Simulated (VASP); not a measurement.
A run of VASP 6.6.1:

The input INCAR:

```
SYSTEM = CdSi2
PREC = Accurate
ENCUT = 520
EDIFF = 1E-6
ISMEAR = 0
SIGMA = 0.1
LREAL = .False.
LASPH = .True.
NELM = 100
ALGO = Normal
ISIF = 2
LWAVE = .False.
LCHARG = .True.
GGA = PE
LELF = .True.
LVHAR = .True.
NBANDS = 17
```

The input KPOINTS:

```
Automatic mesh
0
Gamma
  15 15 8
  0 0 0
```

File POSCAR:

```
CdSi2
1.0
    3.7495444804      0.0000000000      0.0000000000
   -1.8747722402      3.2472007727      0.0000000000
    0.0000000000      0.0000000000      4.9696457477
Cd Si
1 2
Direct
    0.0000000000      0.0000000000      0.0000000000
    0.3333333333      0.6666666667      0.4026561070
    0.6666666667      0.3333333333      0.5973438930
```

Potentials or basis: VASP PAW PBE potentials, release 64 (Cd, Si).

Command:

```console
$ cat potpaw_PBE.64/Cd/POTCAR potpaw_PBE.64/Si/POTCAR > POTCAR
$ mpirun -np 1 vasp_std > vasp.out
```

Hardware: 1 thread of Intel(R) Xeon(R) 6975P-C (Granite Rapids), with other jobs on the host.

**Question.** How long does it take, and how much memory?

**Answer.** It took 61 s on 1 thread of Intel(R) Xeon(R) 6975P-C (Granite Rapids) (shared host), peak memory 0.32 GiB. Counts: scf iterations 12, k points 192.
